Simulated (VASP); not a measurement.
Set up this calculation in VASP 6.6.1, as the native input.

```yaml
Task: single point
Functional: LDA
Potentials_or_basis: VASP PAW LDA potentials, release 64 (Ca_sv, O)
Cutoff: 520 eV
k_mesh: 6 × 6 × 4
Occupations: gaussian, width 0.01 eV
Spin: no spin polarisation
Dipole_correction: no
Further_INCAR_settings: ALGO = Normal; EDIFF = 1e-07; NBANDS = 24
```

The structure of CaO lies in POSCAR:

```
CaO
1.0
    3.9810268700      0.0000000000      0.0000000000
   -1.9905134350      3.4476704026      0.0000000000
    0.0000000000      0.0000000000      4.7701151863
Ca O
2 2
Direct
    0.3333333333      0.6666666667      0.2500000000
    0.6666666667      0.3333333333      0.7500000000
    0.6666666667      0.3333333333      0.2500000000
    0.3333333333      0.6666666667      0.7500000000
```

These files were run (other wordings do the same):

INCAR

```
SYSTEM = CaO
PREC = Accurate ; ENCUT = 520
EDIFF = 1E-7 ; ISMEAR = 0
SIGMA = 0.01 ; LREAL = .FALSE.
LASPH = .TRUE. ; NELM = 100
ALGO = Normal ; ISIF = 2
LWAVE = .FALSE. ; LCHARG = .FALSE.
GGA = CA ; NBANDS = 24
```

KPOINTS

```
regular mesh
0
G
  6 6 4
  0 0 0
```

Potentials or basis: VASP PAW LDA potentials, release 64 (Ca_sv, O).

Launch:

```console
$ cat potpaw_LDA.64/Ca_sv/POTCAR potpaw_LDA.64/O/POTCAR > POTCAR
$ mpirun -np 1 vasp_std > vasp.out
```

Results of the run:

```yaml
Pressure: -4.4 GPa
Band_gap_on_the_k_mesh: 3.03 eV, direct
```

Run time: 28 s on 1 thread of AMD EPYC 7R13 Processor (Zen 3), on a shared host, peak memory 0.14 GiB.
